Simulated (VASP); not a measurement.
# CsI (Pm-3m) in VASP: notebook

CsI is run at these levels: LDA, PBE, r2SCAN; tasks: single point.

All numbers are computed with VASP 6.6.1; they aren't measurements. Logs are shortened: lines on timing, memory, paths and dates and some standing lists are left out, and cuts for length are marked.

### Step 1. The cell of the first run

The structure is cubic, space group Pm-3m (No. 221). Conventional cell: a = 4.608 Å, b = 4.608 Å, c = 4.608 Å, α = 90.00°, β = 90.00°, γ = 90.00°. Cs (site symmetry m-3m) has 8 I at 3.99 Å and 6 Cs at 4.61 Å within 5.2 Å. I (site symmetry m-3m) has 8 Cs at 3.99 Å and 6 I at 4.61 Å within 5.2 Å.

### Step 2. Single point, LDA

INCAR reads:

```
SYSTEM = CsI
PREC = Accurate ; ENCUT = 500
EDIFF = 1E-6 ; ISMEAR = 0
SIGMA = 0.01 ; LREAL = .FALSE.
LASPH = .TRUE. ; NELM = 120
ALGO = Normal ; ISIF = 2
LWAVE = .FALSE. ; LCHARG = .FALSE.
GGA = CA ; NBANDS = 15
GGA_COMPAT = .FALSE.
```

KPOINTS reads:

```
Automatic mesh
0
G
  6 6 6
  0 0 0
```

POSCAR reads:

```
CsI
1.0
    4.6080834137      0.0000000000      0.0000000000
    0.0000000000      4.6080834137      0.0000000000
    0.0000000000      0.0000000000      4.6080834137
Cs I
1 1
Direct
    0.0000000000      0.0000000000      0.0000000000
    0.5000000000      0.5000000000      0.5000000000
```

Potentials or basis: VASP PAW LDA potentials, release 64 (Cs_sv, I).

On the command line:

```bash
$ cat potpaw_LDA.64/Cs_sv/POTCAR potpaw_LDA.64/I/POTCAR > POTCAR
$ mpirun -np 1 vasp_std > vasp.out
```

OUTCAR:

```text
SYSTEM = CsI
   PREC = Accurate
   ENCUT = 500
   EDIFF = 1E-6
   ISMEAR = 0
   LREAL = .FALSE.
   LASPH = .TRUE.
   NELM = 120
   ISIF = 2
   GGA = CA

 ion  position               nearest neighbor table
   1  0.000  0.000  0.000-
   2  0.500  0.500  0.500-

  LATTYP: Found a simple cubic cell.
 ALAT       =     4.6080834137

  Lattice vectors:

 A1 = (   4.6080834137,   0.0000000000,   0.0000000000)
 A2 = (   0.0000000000,   4.6080834137,   0.0000000000)
 A3 = (   0.0000000000,   0.0000000000,   4.6080834137)

Analysis of symmetry for initial positions (statically):
=====================================================================
 Subroutine PRICEL returns:
 Original cell was already a primitive cell.

 Routine SETGRP: Setting up the symmetry group for a
 simple cubic supercell.

 Subroutine GETGRP returns: Found 48 space group operations
 (whereof 48 operations were pure point group operations)
 out of a pool of 48 trial point group operations.

The static configuration has the point symmetry O_h .

Analysis of symmetry for dynamics (positions and initial velocities):
=====================================================================
 Subroutine PRICEL returns:
 Original cell was already a primitive cell.

 Routine SETGRP: Setting up the symmetry group for a
 simple cubic supercell.

 Subroutine GETGRP returns: Found 48 space group operations
 (whereof 48 operations were pure point group operations)
 out of a pool of 48 trial point group operations.

The dynamic configuration has the point symmetry O_h .

 Subroutine INISYM returns: Found 48 space group operations
 (whereof 48 operations are pure point group operations),
 and found     1 'primitive' translations

----------------------------------------------------------------------------------------

                                     Primitive cell

  volume of cell :      97.8500

  direct lattice vectors                    reciprocal lattice vectors
     4.608083414  0.000000000  0.000000000     0.217009961  0.000000000  0.000000000
     0.000000000  4.608083414  0.000000000     0.000000000  0.217009961  0.000000000
     0.000000000  0.000000000  4.608083414     0.000000000  0.000000000  0.217009961

  length of vectors
     4.608083414  4.608083414  4.608083414     0.217009961  0.217009961  0.217009961

  position of ions in fractional coordinates (direct lattice)
     0.000000000  0.000000000  0.000000000
     0.500000000  0.500000000  0.500000000

[... 80 lines left out ...]
   TEBEG  =    0.0;   TEEND  =   0.0 temperature during run
   PSTRESS=    0.0 pullay stress
   NELECT =      16.0000    total number of electrons
   NUPDOWN=      -1.0000    fix difference up-down
   EMIN   =  10.00;   EMAX   =-10.00  energy-range for DOS
   EFERMI =   0.00;   METHOD = LEGACY
   ISMEAR =     0;   SIGMA  =   0.01  broadening in eV -4-tet -1-fermi 0-gaus
   EFERMI_NEDOS =   21; number of points for ismear=-14 and -15
   IALGO  =     38    algorithm
   IMIX   =      4    mixing-type and parameters
     AMIX     =   0.40;   BMIX     =  1.00
     AMIX_MAG =   1.60;   BMIX_MAG =  1.00
  volume/ion in A,a.u.               =      48.93       330.16
  Fermi-wavevector in a.u.,A,eV,Ry     =   0.895216  1.691713 10.903868  0.801412
  Thomas-Fermi vector in A             =   2.017520
   LORBIT       =      0    0 simple, 1 ext, 2 COOP (PROOUT), +10 PAW based schemes
   GGA     = CA    functional components
   LHFCALC =     F    Hartree Fock is set to
   AEXX    =    0.0000 exact exchange contribution
   IVDW    =     0    specifies the selected vdW correction
   LEPSILON=     F    determine dielectric tensor
   LRPA    =     F    only Hartree local field effects (RPA)
 non-spin polarized calculation
 Gauss-broadening in eV      SIGMA  =   0.01
  energy-cutoff  :      500.00
  volume of cell :       97.85
 maximum number of plane-waves:      2517
 NGX is ok and might be reduce to    36
   NGX = 17   NGY = 17   NGZ = 17

 number of electron      16.0000002 magnetization

 Free energy of the ion-electron system (eV)
  ---------------------------------------------------
  ext. energy  EPLUGINS =         0.00000000
  ---------------------------------------------------
  free energy    TOTEN  =        -6.11827864 eV

  energy without entropy =       -6.11827864  energy(sigma->0) =       -6.11827864

 E-fermi :   0.5802     XC(G=0):  -7.9726

 val. band max:        0.4932571704   @ k =   0.5000   0.5000   0.0000
 cond. band min:       3.9441135126   @ k =   0.0000   0.0000   0.0000
 fundamental gap:      3.4508563423
 Fermi energy:         0.5801516910

 k-point     1 :       0.0000    0.0000    0.0000
  band No.  band energies     occupation
      1     -19.8739      2.00000
      2     -10.1872      2.00000
      3      -6.5742      2.00000
      4      -6.5742      2.00000
      5      -6.5742      2.00000
      6       0.3985      2.00000
      7       0.3985      2.00000
      8       0.3985      2.00000
      9       3.9441      0.00000
     10       4.4957      0.00000
     11       4.4957      0.00000
     12       8.1085      0.00000
     13       8.1085      0.00000
     14       8.1085      0.00000
[... 329 lines left out ...]
      2      -9.9305      2.00000
      3      -6.8227      2.00000
      4      -6.8227      2.00000
      5      -6.8227      2.00000
      6      -0.7934      2.00000
      7      -0.7934      2.00000
      8      -0.7934      2.00000
      9       7.3643      0.00000
     10       7.3643      0.00000
     11       7.3643      0.00000
     12       8.0919      0.00000
     13       8.0919      0.00000
     14       8.0919      0.00000
     15      10.1307      0.00000

------------------------ aborting loop because EDIFF is reached ----------------------------------------

  FORCE on cell =-STRESS in cart. coord.  units (eV):
  Direction    XX          YY          ZZ          XY          YZ          ZX
  --------------------------------------------------------------------------------------
  -------------------------------------------------------------------------------------
  Total       -0.9758646     -0.9758646     -0.9758646      0.0000000      0.0000000     -0.0000000
  in kB      -15.9786158    -15.9786158    -15.9786158      0.0000000      0.0000000     -0.0000000
  external PRESSURE =     -15.9786158 kB  Pullay stress =       0.0000000 kB

 VOLUME and BASIS-vectors are now :
 -----------------------------------------------------------------------------
  energy-cutoff  :      500.00
  volume of cell :       97.85
      direct lattice vectors                 reciprocal lattice vectors
     4.608083414  0.000000000  0.000000000     0.217009961  0.000000000  0.000000000
     0.000000000  4.608083414  0.000000000     0.000000000  0.217009961  0.000000000
     0.000000000  0.000000000  4.608083414     0.000000000  0.000000000  0.217009961

 POSITION                                       TOTAL-FORCE (eV/Angst)
 -----------------------------------------------------------------------------------
      0.00000      0.00000      0.00000         0.000000      0.000000      0.000000
      2.30404      2.30404      2.30404         0.000000      0.000000      0.000000
 -----------------------------------------------------------------------------------
    total drift:                               -0.000000      0.000000      0.000000

  FREE ENERGIE OF THE ION-ELECTRON SYSTEM (eV)
  ---------------------------------------------------
  free  energy   TOTEN  =        -6.1182786384 eV

  energy  without entropy=       -6.1182786384  energy(sigma->0) =       -6.11827864
```

It took 32 s on 1 thread of Intel Xeon 8259CL, shared host; peak memory 0.18 GiB.

Results:

- Free energy: -6.1183 eV
- Pressure: -1.6 GPa
- Band gap on the k mesh: 3.45 eV (least direct gap 3.55 eV)

Levels at points of the mesh, in eV from the valence-band top:
| k point | band 4 | band 5 | band 6 | band 7 | band 8 | band 9 | band 10 | band 11 | band 12 | band 13 |
| --- | --- | --- | --- | --- | --- | --- | --- | --- | --- | --- |
| (0.00, 0.00, 0.00) | -7.07 | -7.07 | -0.09 | -0.09 | -0.09 | 3.45 | 4.00 | 4.00 | 7.62 | 7.62 |
| (0.50, 0.00, 0.00) | -7.01 | -7.01 | -1.56 | -0.24 | -0.24 | 4.98 | 6.12 | 6.37 | 6.67 | 7.69 |
| (0.50, 0.50, 0.00) | -7.42 | -6.97 | -0.86 | -0.86 | 0.00 | 3.99 | 4.70 | 5.95 | 5.95 | 9.24 |
| (0.50, 0.50, 0.50) | -7.32 | -7.32 | -1.29 | -1.29 | -1.29 | 6.87 | 6.87 | 6.87 | 7.60 | 7.60 |

Caveat: spin-orbit coupling is left out, which moves the levels of the heavy elements. A k mesh can miss the band edges.

### Step 3. Single point, PBE

This run uses another cell than the first one, of 50.79 Å³/atom.

INCAR reads:

```
SYSTEM = CsI
ALGO = Normal
EDIFF = 1E-6
ENCUT = 500
GGA = PE
GGA_COMPAT = .False.
ISIF = 2
ISMEAR = -1
LASPH = .True.
LCHARG = .False.
LREAL = .False.
LWAVE = .False.
NBANDS = 15
NELM = 120
PREC = Accurate
SIGMA = 0.02
```

KPOINTS reads:

```
k-points
0
Gamma
  6 6 6
  0 0 0
```

POSCAR reads:

```
CsI
1.0
    4.6660153637      0.0000000000      0.0000000000
    0.0000000000      4.6660153637      0.0000000000
    0.0000000000      0.0000000000      4.6660153637
Cs I
1 1
Direct
    0.0000000000      0.0000000000      0.0000000000
    0.5000000000      0.5000000000      0.5000000000
```

Potentials or basis: VASP PAW PBE potentials, release 64 (Cs_sv, I).

On the command line:

```bash
$ cat potpaw_PBE.64/Cs_sv/POTCAR potpaw_PBE.64/I/POTCAR > POTCAR
$ mpirun -np 1 vasp_std > vasp.out
```

OUTCAR:

```text
SYSTEM = CsI
   EDIFF = 1E-6
   ENCUT = 500
   GGA = PE
   ISIF = 2
   ISMEAR = -1
   LASPH = .True.
   LREAL = .False.
   NELM = 120
   PREC = Accurate

 ion  position               nearest neighbor table
   1  0.000  0.000  0.000-
   2  0.500  0.500  0.500-

  LATTYP: Found a simple cubic cell.
 ALAT       =     4.6660153637

  Lattice vectors:

 A1 = (   4.6660153637,   0.0000000000,   0.0000000000)
 A2 = (   0.0000000000,   4.6660153637,   0.0000000000)
 A3 = (   0.0000000000,   0.0000000000,   4.6660153637)

Analysis of symmetry for initial positions (statically):
=====================================================================
 Subroutine PRICEL returns:
 Original cell was already a primitive cell.

 Routine SETGRP: Setting up the symmetry group for a
 simple cubic supercell.

 Subroutine GETGRP returns: Found 48 space group operations
 (whereof 48 operations were pure point group operations)
 out of a pool of 48 trial point group operations.

The static configuration has the point symmetry O_h .

[... 165 lines left out ...]
      2     -10.1175      2.00000
      3      -6.7416      2.00000
      4      -6.7416      2.00000
      5      -6.7416      2.00000
      6       0.3488      2.00000
      7       0.3488      2.00000
      8       0.3488      2.00000
      9       4.1212      0.00000
     10       4.7137      0.00000
     11       4.7137      0.00000
     12       8.0641      0.00000
     13       8.0641      0.00000
     14       8.0641      0.00000
[... 329 lines left out ...]
      2      -9.8888      2.00000
      3      -6.9515      2.00000
      4      -6.9515      2.00000
      5      -6.9515      2.00000
      6      -0.7124      2.00000
      7      -0.7124      2.00000
      8      -0.7124      2.00000
      9       7.4193      0.00000
     10       7.4193      0.00000
     11       7.4193      0.00000
     12       8.0121      0.00000
     13       8.0121      0.00000
     14       8.0121      0.00000
     15       9.9076      0.00000

------------------------ aborting loop because EDIFF is reached ----------------------------------------

  FORCE on cell =-STRESS in cart. coord.  units (eV):
  Direction    XX          YY          ZZ          XY          YZ          ZX
  --------------------------------------------------------------------------------------
  -------------------------------------------------------------------------------------
  Total        0.0172305      0.0172305      0.0172305      0.0000000     -0.0000000      0.0000000
  in kB        0.2717500      0.2717500      0.2717500      0.0000000     -0.0000000      0.0000000
  external PRESSURE =       0.2717500 kB  Pullay stress =       0.0000000 kB

 VOLUME and BASIS-vectors are now :
 -----------------------------------------------------------------------------
  energy-cutoff  :      500.00
  volume of cell :      101.59
      direct lattice vectors                 reciprocal lattice vectors
     4.666015364  0.000000000  0.000000000     0.214315625  0.000000000  0.000000000
     0.000000000  4.666015364  0.000000000     0.000000000  0.214315625  0.000000000
     0.000000000  0.000000000  4.666015364     0.000000000  0.000000000  0.214315625

 POSITION                                       TOTAL-FORCE (eV/Angst)
 -----------------------------------------------------------------------------------
      0.00000      0.00000      0.00000         0.000000      0.000000      0.000000
      2.33301      2.33301      2.33301         0.000000      0.000000      0.000000
 -----------------------------------------------------------------------------------
    total drift:                                0.000000      0.000000      0.000000

  FREE ENERGIE OF THE ION-ELECTRON SYSTEM (eV)
  ---------------------------------------------------
  free  energy   TOTEN  =        -5.4428268584 eV

  energy  without entropy=       -5.4428268584  energy(sigma->0) =       -5.44282686
```

Wall time 44 s (1 thread of Intel Xeon 8259CL, shared host); peak memory 0.22 GiB.

Results:

| Property | Result |
| --- | --- |
| Free energy | -5.4428 eV |
| Pressure | 0.0 GPa |
| Band gap on the k mesh | 3.68 eV (least direct gap 3.77 eV) |

Levels at points of the mesh, in eV from the valence-band top:
```csv
k point,band 4,band 5,band 6,band 7,band 8,band 9,band 10,band 11,band 12,band 13
"(0.00, 0.00, 0.00)",-7.19,-7.19,-0.10,-0.10,-0.10,3.68,4.27,4.27,7.62,7.62
"(0.50, 0.00, 0.00)",-7.14,-7.14,-1.41,-0.21,-0.21,5.21,6.22,6.44,6.85,7.69
"(0.50, 0.50, 0.00)",-7.48,-7.11,-0.81,-0.81,0.00,4.25,4.89,6.08,6.08,9.21
"(0.50, 0.50, 0.50)",-7.40,-7.40,-1.16,-1.16,-1.16,6.97,6.97,6.97,7.57,7.57
```

Caveat: spin-orbit coupling is left out, which moves the levels of the heavy elements. A k mesh can miss the band edges.

### Step 4. Single point, r2SCAN

POSCAR reads:

```
CsI
1.0
    4.6080834137      0.0000000000      0.0000000000
    0.0000000000      4.6080834137      0.0000000000
    0.0000000000      0.0000000000      4.6080834137
Cs I
1 1
Direct
    0.0000000000      0.0000000000      0.0000000000
    0.5000000000      0.5000000000      0.5000000000
```

INCAR.step1 reads:

```
SYSTEM = CsI
PREC = Accurate
ENCUT = 550
ISMEAR = -1
SIGMA = 0.02
LREAL = .FALSE.
LASPH = .TRUE.
NELM = 120
NBANDS = 15
GGA = PE
ALGO = Normal
EDIFF = 1E-5
LWAVE = .TRUE.
LCHARG = .FALSE.
GGA_COMPAT = .FALSE.
```

INCAR.step2 reads:

```
SYSTEM = CsI
PREC = Accurate
ENCUT = 550
EDIFF = 1E-6
ISMEAR = -1
SIGMA = 0.02
LREAL = .FALSE.
LASPH = .TRUE.
NELM = 120
ALGO = Normal
ISIF = 2
LWAVE = .FALSE.
LCHARG = .TRUE.
METAGGA = R2SCAN
LMIXTAU = .TRUE.
LELF = .TRUE.
LVHAR = .TRUE.
NBANDS = 15
ISTART = 1
GGA_COMPAT = .FALSE.
```

KPOINTS reads:

```
regular mesh
0
G
  6 6 6
  0 0 0
```

Potentials or basis: VASP PAW PBE potentials, release 64 (Cs_sv, I).

On the command line:

```bash
$ cat potpaw_PBE.64/Cs_sv/POTCAR potpaw_PBE.64/I/POTCAR > POTCAR
$ cp INCAR.step1 INCAR
$ mpirun -np 1 vasp_std > vasp.out
$ cp INCAR.step2 INCAR
$ mpirun -np 1 vasp_std > vasp.out
```

OUTCAR:

```text
SYSTEM = CsI
   PREC = Accurate
   ENCUT = 550
   EDIFF = 1E-6
   ISMEAR = -1
   LREAL = .FALSE.
   LASPH = .TRUE.
   NELM = 120
   ISIF = 2
   METAGGA = R2SCAN
   ISTART = 1

 ion  position               nearest neighbor table
   1  0.000  0.000  0.000-
   2  0.500  0.500  0.500-

  LATTYP: Found a simple cubic cell.
 ALAT       =     4.6080834137

  Lattice vectors:

[... 537 lines left out ...]
     14       8.7548      0.00000
     15      10.6099      0.00000

------------------------ aborting loop because EDIFF is reached ----------------------------------------

  FORCE on cell =-STRESS in cart. coord.  units (eV):
  Direction    XX          YY          ZZ          XY          YZ          ZX
  --------------------------------------------------------------------------------------
  -------------------------------------------------------------------------------------
  Total        0.0316802      0.0316802      0.0316802      0.0000000      0.0000000      0.0000000
  in kB        0.5187254      0.5187254      0.5187254      0.0000000      0.0000000      0.0000000
  external PRESSURE =       0.5187254 kB  Pullay stress =       0.0000000 kB

 VOLUME and BASIS-vectors are now :
 -----------------------------------------------------------------------------
  energy-cutoff  :      550.00
  volume of cell :       97.85
      direct lattice vectors                 reciprocal lattice vectors
     4.608083414  0.000000000  0.000000000     0.217009961  0.000000000  0.000000000
     0.000000000  4.608083414  0.000000000     0.000000000  0.217009961  0.000000000
     0.000000000  0.000000000  4.608083414     0.000000000  0.000000000  0.217009961

 POSITION                                       TOTAL-FORCE (eV/Angst)
 -----------------------------------------------------------------------------------
      0.00000      0.00000      0.00000         0.000000      0.000000      0.000000
      2.30404      2.30404      2.30404         0.000000      0.000000      0.000000
 -----------------------------------------------------------------------------------
    total drift:                               -0.000000      0.000000      0.000000

  FREE ENERGIE OF THE ION-ELECTRON SYSTEM (eV)
  ---------------------------------------------------
  free  energy   TOTEN  =       -53.1258571806 eV

  energy  without entropy=      -53.1258571806  energy(sigma->0) =      -53.12585718
```

OUTCAR.step1:

```text
SYSTEM = CsI
   PREC = Accurate
   ENCUT = 550
   ISMEAR = -1
   LREAL = .FALSE.
   LASPH = .TRUE.
[... 574 lines left out ...]
      0.00000      0.00000      0.00000         0.000000      0.000000      0.000000
      2.30404      2.30404      2.30404         0.000000      0.000000      0.000000
 -----------------------------------------------------------------------------------
    total drift:                               -0.000000      0.000000      0.000000

  FREE ENERGIE OF THE ION-ELECTRON SYSTEM (eV)
  ---------------------------------------------------
  free  energy   TOTEN  =        -5.4373194112 eV

  energy  without entropy=       -5.4373194112  energy(sigma->0) =       -5.43731941
```

Wall time 2.9 min (1 thread of Intel Xeon 8259CL, shared host); peak memory 0.23 GiB.

What came out:

| Item | Value |
| --- | --- |
| Free energy | -53.1259 eV |
| Pressure | 0.1 GPa |
| Band gap on the k mesh | 4.50 eV (least direct gap 4.59 eV) |

Caveat: the PAW data sets were made with another functional, which shifts forces and pressure a little; spin-orbit coupling is left out, which moves the levels of the heavy elements. r2SCAN opens gaps a little over a GGA but as a rule still falls short of measured ones.

### Step 5. The runs side by side

```tsv
level	potentials or basis	cell	cutoff (eV)	smearing	gap on the mesh (eV)	pressure (GPa)
LDA	VASP PAW LDA potentials, release 64 (Cs_sv, I)	a = 4.608 Å, 2 atoms	500	gaussian 0.01 eV	3.45	-1.6
PBE	VASP PAW PBE potentials, release 64 (Cs_sv, I)	a = 4.666 Å, 2 atoms	500	fermi-dirac 0.02 eV	3.68	0.0
r2SCAN	VASP PAW PBE potentials, release 64 (Cs_sv, I)	a = 4.608 Å, 2 atoms	550	fermi-dirac 0.02 eV	4.50	0.1
```

Alike in all rows: task single point; no spin polarisation; k mesh 6 × 6 × 6.

Caveats: spin-orbit coupling is left out, which moves the levels of the heavy elements; the PAW data sets were made with another functional, which shifts forces and pressure a little (at least some runs).

Total energies depend on the potentials used, so only differences within one code and one set of settings carry meaning.
